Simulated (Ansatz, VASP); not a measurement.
**One calculation of Ir, two programs**

Contents of INCAR:

```
ALGO     = Normal         # electronic algorithm
EDIFF    = 1E-6           # SCF threshold, eV
ENCUT    = 500            # plane-wave cutoff, eV
GGA_COMPAT= False        
ISIF     = 2              # what is computed and relaxed
ISMEAR   = -1             # smearing method
LASPH    = True           # aspherical terms in the spheres
LCHARG   = False          # write CHGCAR
LREAL    = False          # projectors in reciprocal space
LWAVE    = False          # write WAVECAR
NBANDS   = 26             # bands
NELM     = 120            # most SCF steps
PREC     = Accurate       # precision mode
SIGMA    = 0.1            # smearing width, eV
```

KPOINTS

```
k-points
0
Gamma
  15 15 4
```

POSCAR

```
Ir
1.0
    2.6605481531      0.0000000000      0.0000000000
   -1.3302740766      2.3041022886      0.0000000000
    0.0000000000      0.0000000000      8.6920965195
Ir
4
Direct
    1.0000000000      1.0000000000      1.0000000000
    1.0000000000      1.0000000000      0.5000000000
    0.3333333333      0.6666666667      0.2500000000
    0.6666666667      0.3333333333      0.7500000000
```

Input for Ansatz:

```yaml
crystal:
  lattice:
    - [2.6605481531, 0.0, 0.0]
    - [-1.3302740766, 2.3041022886, 0.0]
    - [0.0, 0.0, 8.6920965195]
  atoms:
    - { symbol: Ir, position: [1.0, 1.0, 1.0] }
    - { symbol: Ir, position: [1.0, 1.0, 0.5] }
    - { symbol: Ir, position: [0.3333333333, 0.6666666667, 0.25] }
    - { symbol: Ir, position: [0.6666666667, 0.3333333333, 0.75] }
hamiltonian:
  xc: lda
  pseudopotentials:
    kind: paw
    azcp:
      Ir: "pseudopotentials/Ir.paw.azcp"
basis:
  ecutwfc: 420
  fft_grid_basis: typed
kpoints:
  mp_grid: { grid: [15, 15, 4], shift: [0, 0, 0] }
magnetization:
  spin_polarized: false
scf:
  occupations: { method: fermi_dirac, width: 0.1 }
  lower_state_search: "off"
output:
  stress: true
```

Alike in both runs: task single point; functional LDA; k mesh 15 × 15 × 4; occupations fermi-dirac, width 0.1 eV; no spin polarisation.

|  | VASP | Ansatz |
| --- | --- | --- |
| version | VASP 6.6.1 | Ansatz 0.2.0 |
| potentials or method | VASP PAW LDA potentials, release 64 (Ir), cutoff 500 eV | plane waves (420 eV) with PAW, scalar-relativistic |
| valence electrons in the cell | 36 | 68 |

```csv
,VASP,Ansatz,Ansatz less VASP
pressure (GPa),21.2,18.0,-3.11
"traceless stress, the component that is largest in VASP (GPa)",0.14,0.15,+0.010
```

Ansatz warns that its potentials were made for another functional, while VASP's fit it. LDA's correlation is that of Perdew and Zunger in VASP and of Perdew and Wang (1992) in Ansatz. VASP's potentials hold 36 valence electrons a cell and Ansatz's 68, so a difference there can come from the potentials and not from the codes.

Neither program's run includes spin-orbit coupling.
